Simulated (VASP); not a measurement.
Runs of VASP 6.6.1 on CaO. The structure is that of space group Fm-3m (No. 225), or close to it. The cells are those of the table. 

```tsv
task	cell	k mesh	smearing	gap on the mesh (eV)	pressure (GPa)	relaxed volume (Å³/atom)
single point	a = 3.371 Å, angles 60.0°, 2 atoms	8 × 8 × 8	gaussian 0.02 eV	3.52	0.5	-
relaxation of cell and atoms	relaxed from a = 3.470 Å, angles 60.0°, 2 atoms	8 × 8 × 8	gaussian 0.1 eV	3.53	0.0	(a)
single point	a = 3.470 Å, angles 60.0°, 2 atoms	6 × 6 × 6	gaussian 0.1 eV	3.55	-7.9	-
relaxation of cell and atoms	relaxed from a = 3.371 Å, angles 60.0°, 2 atoms	8 × 8 × 8	gaussian 0.02 eV	3.53	0.0	13.61
single point	a = 3.371 Å, angles 60.0°, 2 atoms	8 × 8 × 8	gaussian 0.1 eV	3.52	0.5	-
```

Alike in all rows: level PBEsol; potentials or basis VASP PAW PBE potentials, release 64 (Ca_sv, O); no spin polarisation; cutoff (eV) 600.

Problem. Estimate the missing entries.

Solution. (a) 13.60.

Caveats: the PAW data sets were made with another functional, which shifts forces and pressure a little; the cell stands under tension (at least some runs).

A k mesh can miss the band edges.
